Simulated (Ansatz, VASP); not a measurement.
Nb3ReTe: VASP beside Ansatz

```
Nb Re Te
1.0
     3.75842    0.00000    0.00000
     0.00000    3.75842    0.00000
     0.00000    0.00000    7.34104
Nb Re Te
3 1 1
Cartesian
  1.8792 0.0000 4.1185
  0.0000 1.8792 4.1185
  1.8792 1.8792 6.4563
  0.0000 0.0000 6.8814
  1.8792 1.8792 2.2679
```

Alike in both runs: task single point; functional PBE; k mesh 4 × 4 × 4; occupations gaussian, width 0.1 eV; no spin polarisation.

|  | VASP | Ansatz |
| --- | --- | --- |
| version | VASP 6.6.1 | Ansatz 0.2.0 |
| potentials or method | VASP PAW PBE potentials, release 64 (Nb_sv, Re, Te), cutoff 520 eV | scalar-relativistic, plane waves, PAW |
| valence electrons in the cell | 52 | 70 |

```tsv
	VASP	Ansatz	Ansatz less VASP
gap on the k mesh at the Fermi level (eV)	none	none	-
pressure (GPa)	7.9	8.2	+0.28
traceless stress, the component that is largest in VASP (GPa)	-0.29	-0.34	-0.044
rms of the force components (eV/Å)	2.133	2.140	+0.0067
```

Atom by atom the forces differ by 0.009 eV/Å (rms over components). A gap of «none» marks a metal or a gap that the smearing closes. VASP's potentials hold 52 valence electrons a cell and Ansatz's 70, so a difference there can come from the potentials and not from the codes.

The k mesh is coarse, so the values compare programs but aren't converged. Neither program's run includes spin-orbit coupling.
